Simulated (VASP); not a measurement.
# C (R-3m) in VASP: notebook

The runs below take C through single point, with r2SCAN.

Program: VASP 6.6.1. These are calculated values, not measurements. Logs are shortened: lines on timing, memory, paths and dates and some standing lists are left out, and cuts for length are marked.

### Step 1. The cell of the first run

The structure is trigonal, space group R-3m (No. 166). The conventional cell has a = 2.406 Å, b = 2.406 Å, c = 9.836 Å, α = 90.00°, β = 90.00°, γ = 120.00°. C (site symmetry 3m) has 3 C at 1.39 Å within 1.9 Å.

### Step 2. Single point, r2SCAN

File POSCAR:

```
C
1.0
    1.2029601495      0.6945294898      3.2786854813
   -1.2029601495      0.6945294898      3.2786854813
    0.0000000000     -1.3890580001      3.2786854813
C
2
Direct
    0.8360000000      0.8360000000      0.8360000000
    0.1640000000      0.1640000000      0.1640000000
```

File INCAR.step1:

```
PREC = Accurate
ENCUT = 520
ISMEAR = -1
SIGMA = 0.15
LREAL = F
LASPH = T
NELM = 60
NBANDS = 11
GGA = PE
ALGO = Normal
EDIFF = 1E-4
LWAVE = T
LCHARG = F
```

File INCAR.step2:

```
PREC = Accurate
ENCUT = 520
EDIFF = 1E-6
ISMEAR = -1
SIGMA = 0.15
LREAL = F
LASPH = T
NELM = 60
ALGO = Normal
ISIF = 2
LWAVE = F
LCHARG = F
METAGGA = R2SCAN
LMIXTAU = T
NBANDS = 11
ISTART = 1
```

File KPOINTS:

```
regular mesh
0
Gamma
  14 14 14
```

Potentials or basis: VASP PAW PBE potentials, release 64 (C).

On the command line:

```console
$ cat potpaw_PBE.64/C/POTCAR > POTCAR
$ cp INCAR.step1 INCAR
$ mpirun -np 1 vasp_std > vasp.out
$ cp INCAR.step2 INCAR
$ mpirun -np 1 vasp_std > vasp.out
```

OUTCAR:

```text
PREC = Accurate
   ENCUT = 520
   EDIFF = 1E-6
   ISMEAR = -1
   LREAL = F
   LASPH = T
   NELM = 60
   ISIF = 2
   METAGGA = R2SCAN
   ISTART = 1

 ion  position               nearest neighbor table
   1  0.836  0.836  0.836-   2 1.39   2 1.39   2 1.39
   2  0.164  0.164  0.164-   1 1.39   1 1.39   1 1.39

  LATTYP: Found a trigonal (rhomboedric) cell.
 ALAT       =     3.5607952509
 COS(alpha) =     0.7717354484

  Lattice vectors:

 A1 = (   1.2029601495,   0.6945294898,   3.2786854813)
 A2 = (  -1.2029601495,   0.6945294898,   3.2786854813)
 A3 = (   0.0000000000,  -1.3890580001,   3.2786854813)

Analysis of symmetry for initial positions (statically):
=====================================================================
 Subroutine PRICEL returns:
 Original cell was already a primitive cell.

 Routine SETGRP: Setting up the symmetry group for a
 trigonal (rhombohedral) supercell.

 Subroutine GETGRP returns: Found 12 space group operations
 (whereof 12 operations were pure point group operations)
 out of a pool of 12 trial point group operations.

The static configuration has the point symmetry D_3d.

Analysis of symmetry for dynamics (positions and initial velocities):
=====================================================================
 Subroutine PRICEL returns:
 Original cell was already a primitive cell.

 Routine SETGRP: Setting up the symmetry group for a
 trigonal (rhombohedral) supercell.

 Subroutine GETGRP returns: Found 12 space group operations
 (whereof 12 operations were pure point group operations)
 out of a pool of 12 trial point group operations.

The dynamic configuration has the point symmetry D_3d.

 Subroutine INISYM returns: Found 12 space group operations
 (whereof 12 operations are pure point group operations),
 and found     1 'primitive' translations

----------------------------------------------------------------------------------------

                                     Primitive cell

  volume of cell :      16.4359

  direct lattice vectors                    reciprocal lattice vectors
     1.202960149  0.694529490  3.278685481     0.415641366  0.239970725  0.101666737
    -1.202960149  0.694529490  3.278685481    -0.415641366  0.239970725  0.101666737
     0.000000000 -1.389058000  3.278685481     0.000000000 -0.479941449  0.101666809

[... 80 lines left out ...]
   LASPH  =      T    aspherical Exc in radial PAW
   ENCUT  =  520.0 eV  38.22 Ry    6.18 a.u.   6.62  6.62  6.62*2*pi/ulx,y,z
   NELM   =     60;   NELMIN=  2; NELMDL=  0     # of ELM steps
   EDIFF  = 0.1E-05   stopping-criterion for ELM
   LREAL  =      F    real-space projection
[... 7 lines left out ...]
   TEBEG  =    0.0;   TEEND  =   0.0 temperature during run
   PSTRESS=    0.0 pullay stress
   NELECT =       8.0000    total number of electrons
   NUPDOWN=      -1.0000    fix difference up-down
   EMIN   =  10.00;   EMAX   =-10.00  energy-range for DOS
   EFERMI =   0.00;   METHOD = LEGACY
   ISMEAR =    -1;   SIGMA  =   0.15  broadening in eV -4-tet -1-fermi 0-gaus
   EFERMI_NEDOS =   21; number of points for ismear=-14 and -15
   IALGO  =     38    algorithm
   IMIX   =      4    mixing-type and parameters
     AMIX     =   0.40;   BMIX     =  1.00
     AMIX_MAG =   1.60;   BMIX_MAG =  1.00
  volume/ion in A,a.u.               =       8.22        55.46
  Fermi-wavevector in a.u.,A,eV,Ry     =   1.287777  2.433545 22.563480  1.658369
  Thomas-Fermi vector in A             =   2.419771
   LORBIT       =      0    0 simple, 1 ext, 2 COOP (PROOUT), +10 PAW based schemes
   METAGGA = R2SCAN    functional components
   LHFCALC =     F    Hartree Fock is set to
   AEXX    =    0.0000 exact exchange contribution
   IVDW    =     0    specifies the selected vdW correction
   LEPSILON=     F    determine dielectric tensor
   LRPA    =     F    only Hartree local field effects (RPA)
 non-spin polarized calculation
  energy-cutoff  :      520.00
  volume of cell :       16.44
 maximum number of plane-waves:       462
   NGX = 13   NGY = 13   NGZ = 13

 number of electron       8.0000000 magnetization

 Free energy of the ion-electron system (eV)
  ---------------------------------------------------
  ext. energy  EPLUGINS =         0.00000000
  ---------------------------------------------------
  free energy    TOTEN  =       -19.77947506 eV

  energy without entropy =      -19.77792519  energy(sigma->0) =      -19.77870012

 E-fermi :   5.3433     XC(G=0): -11.4539

 val. band max:        5.0525887621   @ k =  -0.1429   0.5000   0.1429
 cond. band min:       5.6602727199   @ k =  -0.1429   0.5000   0.1429
 fundamental gap:      0.6076839578
 Fermi energy:         5.3433392737

 k-point     1 :       0.0000    0.0000    0.0000
  band No.  band energies     occupation
      1     -16.2298      2.00000
      2      -2.0589      2.00000
      3       2.1602      2.00000
      4       2.1602      2.00000
      5       9.6228      0.00000
      6      14.4718      0.00000
      7      14.4718      0.00000
      8      18.5341      0.00000
      9      20.1832      0.00000
     10      30.3009      0.00000
     11      33.5442      0.00000
[... 309 lines left out ...]
 k-point    24 :       0.2857    0.1429    0.0000
  band No.  band energies     occupation
      1     -14.5757      2.00000
      2      -2.0980      2.00000
      3      -0.8363      2.00000
      4      -0.7005      2.00000
      5      12.3261      0.00000
      6      13.8546      0.00000
      7      16.0356      0.00000
      8      18.0101      0.00000
      9      23.2786      0.00000
     10      25.3343      0.00000
     11      31.7136      0.00000

 [... further k-points ...]

------------------------ aborting loop because EDIFF is reached ----------------------------------------

  FORCE on cell =-STRESS in cart. coord.  units (eV):
  Direction    XX          YY          ZZ          XY          YZ          ZX
  --------------------------------------------------------------------------------------
  -------------------------------------------------------------------------------------
  Total        3.1127585      3.1127567      0.1922298      0.0000000      0.0000000      0.0000000
  in kB      303.4333288    303.4331516     18.7386621      0.0000000      0.0000019      0.0000000
  external PRESSURE =     208.5350475 kB  Pullay stress =       0.0000000 kB

 VOLUME and BASIS-vectors are now :
 -----------------------------------------------------------------------------
  energy-cutoff  :      520.00
  volume of cell :       16.44
      direct lattice vectors                 reciprocal lattice vectors
     1.202960149  0.694529490  3.278685481     0.415641366  0.239970725  0.101666737
    -1.202960149  0.694529490  3.278685481    -0.415641366  0.239970725  0.101666737
     0.000000000 -1.389058000  3.278685481     0.000000000 -0.479941449  0.101666809

 POSITION                                       TOTAL-FORCE (eV/Angst)
 -----------------------------------------------------------------------------------
      0.00000      0.00000      8.22294         0.000000     -0.000000     -0.880012
      0.00000      0.00000      1.61311         0.000000      0.000000      0.880012
 -----------------------------------------------------------------------------------
    total drift:                                0.000000     -0.000000      0.000000

  FREE ENERGIE OF THE ION-ELECTRON SYSTEM (eV)
  ---------------------------------------------------
  free  energy   TOTEN  =       -19.7794750579 eV

  energy  without entropy=      -19.7779251886  energy(sigma->0) =      -19.77870012
```

OUTCAR.step1:

```text
PREC = Accurate
   ENCUT = 520
   ISMEAR = -1
   LREAL = F
   LASPH = T
   NELM = 60
[... 555 lines left out ...]
 -----------------------------------------------------------------------------------
      0.00000      0.00000      8.22294         0.000000     -0.000000     -0.830729
      0.00000      0.00000      1.61311         0.000000      0.000000      0.830729
 -----------------------------------------------------------------------------------
    total drift:                                0.000000     -0.000000      0.000000

  FREE ENERGIE OF THE ION-ELECTRON SYSTEM (eV)
  ---------------------------------------------------
  free  energy   TOTEN  =       -18.3021017164 eV

  energy  without entropy=      -18.3002983719  energy(sigma->0) =      -18.30120004
```

It took 4.5 min on 1 thread of Intel Xeon 6975P-C (Granite Rapids), shared host; peak memory 0.18 GiB.

Results:

```yaml
Free_energy: -19.7795 eV
Pressure: 20.9 GPa
Largest_force: 0.880 eV/Å
```

Forces in eV/Å, atoms in the order of the input:
```
C    0.000  0.000 -0.880
C    0.000  0.000  0.880
```

Caveat: the cell stands under pressure; the PAW data sets were made with another functional, which shifts forces and pressure a little.

### Step 3. Single point, r2SCAN

This run uses another cell than the first one, of 8.39 Å³/atom.

File POSCAR:

```
C
1.0
    1.2114319790      0.6994207037      3.3017755764
   -1.2114319790      0.6994207037      3.3017755764
    0.0000000000     -1.3988404210      3.3017755764
C
2
Direct
    0.8360000000      0.8360000000      0.8360000000
    0.1640000000      0.1640000000      0.1640000000
```

File INCAR.step1:

```
SYSTEM = C
ALGO = Normal
EDIFF = 1E-4
ENCUT = 520
GGA = PE
ISMEAR = -1
LASPH = .True.
LCHARG = .False.
LREAL = .False.
LWAVE = .True.
NBANDS = 11
NELM = 100
PREC = Accurate
SIGMA = 0.15
```

File INCAR.step2:

```
SYSTEM = C
ALGO = Normal
EDIFF = 1E-6
ENCUT = 520
ISIF = 2
ISMEAR = -1
ISTART = 1
LASPH = .True.
LCHARG = .False.
LMIXTAU = .True.
LREAL = .False.
LWAVE = .False.
METAGGA = R2SCAN
NBANDS = 11
NELM = 100
PREC = Accurate
SIGMA = 0.15
```

File KPOINTS:

```
k-points
0
Gamma
  14 14 14
  0 0 0
```

Potentials or basis: VASP PAW PBE potentials, release 64 (C).

On the command line:

```console
$ cat potpaw_PBE.64/C/POTCAR > POTCAR
$ cp INCAR.step1 INCAR
$ mpirun -np 1 vasp_std > vasp.out
$ cp INCAR.step2 INCAR
$ mpirun -np 1 vasp_std > vasp.out
```

It took 4.5 min on 1 thread of Intel Xeon 6975P-C (Granite Rapids), shared host; peak memory 0.17 GiB.

Results (log left out):

```
Free energy   : -19.8173 eV
Pressure      : 13.6 GPa
Largest force : 0.892 eV/Å
```

Forces on the atoms (eV/Å):
```
C    0.000  0.000 -0.892
C    0.000  0.000  0.892
```

Stress tensor (GPa, compression positive):
```
19.60  0.00  0.00
 0.00 19.60  0.00
 0.00  0.00  1.56
```

Caveat: the cell stands under pressure; the PAW data sets were made with another functional, which shifts forces and pressure a little.

### Step 4. Single point, r2SCAN

This run uses another cell than the first one, of 8.57 Å³/atom.

File POSCAR:

```
C
1.0
    1.2197869463      0.7042444472      3.3245471621
   -1.2197869463      0.7042444472      3.3245471621
    0.0000000000     -1.4084879012      3.3245471621
C
2
Direct
    0.8360000000      0.8360000000      0.8360000000
    0.1640000000      0.1640000000      0.1640000000
```

File INCAR.step1:

```
PREC = Accurate
ENCUT = 520
ISMEAR = -1
SIGMA = 0.15
LREAL = F
LASPH = T
NELM = 60
NBANDS = 11
GGA = PE
ALGO = Normal
EDIFF = 1E-4
LWAVE = T
LCHARG = F
```

File INCAR.step2:

```
PREC = Accurate
ENCUT = 520
EDIFF = 1E-7
ISMEAR = -1
SIGMA = 0.15
LREAL = F
LASPH = T
NELM = 60
ALGO = Normal
ISIF = 2
LWAVE = F
LCHARG = T
METAGGA = R2SCAN
LMIXTAU = T
LELF = T
LVHAR = T
NBANDS = 11
ISTART = 1
```

File KPOINTS:

```
Automatic mesh
0
Gamma
  14 14 14
```

On the command line:

```console
$ cat potpaw_PBE.64/C/POTCAR > POTCAR
$ cp INCAR.step1 INCAR
$ mpirun -np 1 vasp_std > vasp.out
$ cp INCAR.step2 INCAR
$ mpirun -np 1 vasp_std > vasp.out
```

It took 5.5 min on 1 thread of Intel Xeon 6975P-C (Granite Rapids), shared host; peak memory 0.18 GiB.

The run converged. Its results:

- Free energy: -19.8399 eV
- Pressure: 6.9 GPa
- Largest force: 0.902 eV/Å

Forces on the atoms (eV/Å):
```
C    0.000  0.000 -0.902
C    0.000  0.000  0.902
```

Stress tensor (GPa, compression positive):
```
9.78 0.00 0.00
0.00 9.78 0.00
0.00 0.00 1.27
```

Caveat: the cell stands under pressure; the PAW data sets were made with another functional, which shifts forces and pressure a little.

### Step 5. Single point, r2SCAN

This run uses another cell than the first one, of 8.74 Å³/atom.

File POSCAR:

```
C
1.0
    1.2280290000      0.7090030000      3.3470110000
   -1.2280290000      0.7090030000      3.3470110000
    0.0000000000     -1.4180050000      3.3470110000
C
2
Direct
    0.8360000000      0.8360000000      0.8360000000
    0.1640000000      0.1640000000      0.1640000000
```

File INCAR.step1:

```
SYSTEM = C
PREC = Accurate
ENCUT = 520
ISMEAR = -1
SIGMA = 0.15
LREAL = .False.
LASPH = .True.
NELM = 80
NBANDS = 11
GGA = PE
ALGO = Normal
EDIFF = 1E-4
LWAVE = .True.
LCHARG = .False.
```

File INCAR.step2:

```
SYSTEM = C
PREC = Accurate
ENCUT = 520
EDIFF = 1E-6
ISMEAR = -1
SIGMA = 0.15
LREAL = .False.
LASPH = .True.
NELM = 80
ALGO = Normal
ISIF = 2
LWAVE = .False.
LCHARG = .True.
METAGGA = R2SCAN
LMIXTAU = .True.
LELF = .True.
LVHAR = .True.
NBANDS = 11
ISTART = 1
```

File KPOINTS:

```
Automatic mesh
0
Gamma
  14 14 14
  0 0 0
```

On the command line:

```console
$ cat potpaw_PBE.64/C/POTCAR > POTCAR
$ cp INCAR.step1 INCAR
$ mpirun -np 1 vasp_std > vasp.out
$ cp INCAR.step2 INCAR
$ mpirun -np 1 vasp_std > vasp.out
```

Run time: 4.8 min. Hardware: 1 thread of Intel Xeon 6975P-C (Granite Rapids), shared host; peak memory 0.18 GiB.

The run converged. Its results:

```
Free energy   : -19.8487 eV
Pressure      : 0.9 GPa
Largest force : 0.910 eV/Å
```

Forces on the atoms (eV/Å):
```
C    0.000  0.000 -0.910
C    0.000  0.000  0.910
```

Stress tensor (GPa, compression positive):
```
0.82 0.00 0.00
0.00 0.82 0.00
0.00 0.00 1.03
```

Caveat: the PAW data sets were made with another functional, which shifts forces and pressure a little.

### Step 6. The runs side by side

```csv
cell,pressure (GPa),largest force (eV/Å)
"a = 3.561 Å, angles 39.5°, 2 atoms",20.9,0.88
"a = 3.586 Å, angles 39.5°, 2 atoms",13.6,0.89
"a = 3.611 Å, angles 39.5°, 2 atoms",6.9,0.90
"a = 3.635 Å, angles 39.5°, 2 atoms",0.9,0.91
```

Alike in all rows: task single point; level r2SCAN; potentials or basis VASP PAW PBE potentials, release 64 (C); no spin polarisation; k mesh 14 × 14 × 14; cutoff (eV) 520; smearing fermi-dirac 0.15 eV.

Caveats: the PAW data sets were made with another functional, which shifts forces and pressure a little; the cell stands under pressure (at least some runs).

Absolute energies hang on the potentials; compare differences alone.
